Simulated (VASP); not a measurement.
Here is a VASP 6.6.1 calculation.

INCAR

```
  ALGO = Normal
  EDIFF = 1E-6
  ENCUT = 520
  GGA = PS
  ISIF = 2
  ISMEAR = -1
  LASPH = T
  LCHARG = F
  LREAL = Auto
  LWAVE = F
  NBANDS = 48
  NELM = 100
  PREC = Accurate
  SIGMA = 0.05
```

File KPOINTS:

```
k-points
0
Gamma
  2 2 2
```

Contents of POSCAR:

```
Si
1.0
    0.0000000000      5.4300000000      5.4300000000
    5.4300000000      0.0000000000      5.4300000000
    5.4300000000      5.4300000000      0.0000000000
Si
17
Direct
   -0.0084806630      0.4579097606      0.0713720074
    0.2153499079     -0.3740423573      0.2572836096
   -0.5535082873      0.0405985267      0.8854972376
   -0.5323572744      0.3335359116      0.5944383057
    0.0986095764      0.0709484346      0.2318139963
    0.3864088398      0.0962246777      0.2916390424
   -0.3076335175      0.6533977901      0.3610773481
    0.3037569061      0.6292081031      0.8887845304
    0.8212615101      0.2141712707     -0.3842817680
    1.1193922652      0.3368324125      0.4809023941
    0.4716666667     -0.0142265193      0.6005248619
    0.3208931860     -0.2509300184      1.4794751381
    0.8987384899      0.9018324125     -0.6483885820
    0.5848434622      0.6765930018      0.0886924494
    0.0534622468      0.5267955801      0.7151197053
    0.7157734807      0.5377992634      0.7229742173
    0.8777071823      0.8620902394     -0.1802670350
```

Potentials or basis: VASP PAW PBE potentials, release 64 (Si).

The run is started by

```sh
$ cat potpaw_PBE.64/Si/POTCAR > POTCAR
$ mpirun -np 1 vasp_std > vasp.out
```

(1) Predict the largest force.

(2) What does it give for the pressure?

(3) Predict the band gap on the k mesh.

Results:

(1) 4.908 eV/Å.

(2) -2.3 GPa.

(3) 0.05 eV.

Caveat: the k points lie up to 0.50 Å⁻¹ apart; the atoms stand as in a frame of molecular dynamics; the PAW data sets were made with another functional, which shifts forces and pressure a little.
